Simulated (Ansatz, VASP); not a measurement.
# Sb in VASP and in Ansatz

The input INCAR:

```
PREC = Accurate
ENCUT = 520
EDIFF = 1E-6
ISMEAR = -1
SIGMA = 0.05
LREAL = F
LASPH = T
NELM = 100
ALGO = Normal
ISIF = 2
LWAVE = F
LCHARG = T
GGA = PE
LELF = T
LVHAR = T
NBANDS = 12
```

KPOINTS

```
regular mesh
0
Gamma
  9 9 9
```

File POSCAR:

```
Sb
1.0
    2.1506003320      1.2416496806      3.6316800000
   -2.1506003320      1.2416496806      3.6316800000
    0.0000000000     -2.4832993611      3.6316800000
Sb
2
Direct
    0.2336400000      0.2336400000      0.2336400000
    0.7663600000      0.7663600000      0.7663600000
```

Input for Ansatz:

```yaml
crystal:
  lattice:
    - [2.150600332, 1.2416496806, 3.63168]
    - [-2.150600332, 1.2416496806, 3.63168]
    - [0.0, -2.4832993611, 3.63168]
  atoms:
    - { symbol: Sb, position: [0.23364, 0.23364, 0.23364] }
    - { symbol: Sb, position: [0.76636, 0.76636, 0.76636] }
kpoints:
  mp_grid: { grid: [9, 9, 9] }
  band_path:
    path:
      - [0.0, 0.0, 0.0]
      - [0.5, 0.5, 0.5]
      - [0.755405652, 0.244594348, 0.5]
      - [0.5, -0.244594348, 0.244594348]
      - [0.5, 0.0, 0.0]
      - [0.0, 0.0, 0.0]
      - [0.372297174, -0.372297174, 0.0]
      - [0.627702826, 0.0, 0.372297174]
      - [0.5, 0.0, 0.5]
    npoints: 5
scf:
  occupations: { method: fermi_dirac, width: 0.05 }
hamiltonian:
  xc: pbe
  pseudopotentials: { kind: all_electron, lapw: { basis_error: 0.0005 } }
output:
  forces: true
  stress: true
  eigenvalues: true
```

Change from the starting cell: zz strain of -3 %.

Alike in both runs: task single point; functional PBE; k mesh 9 × 9 × 9; occupations fermi-dirac, width 0.05 eV; no spin polarisation.

|  | VASP | Ansatz |
| --- | --- | --- |
| version | VASP 6.6.1 | Ansatz 0.2.0 |
| potentials or method | VASP PAW PBE potentials, release 64 (Sb), cutoff 520 eV | all-electron LAPW, scalar-relativistic |

Ansatz gave:

```
pressure (GPa)                                                : 5.0
traceless stress, the component that is largest in VASP (GPa) : 0.24
rms of the force components (eV/Å)                            : 0.224
```

Task: Which values does VASP return?

Result: Pressure (GPa): 5.1; traceless stress, the component that is largest in VASP (GPa): 0.19; rms of the force components (eV/Å): 0.252.

Atom by atom the forces differ by 0.028 eV/Å (rms over components). Ansatz ran all-electron here, and VASP with PAW potentials.

Spin-orbit coupling is off throughout.
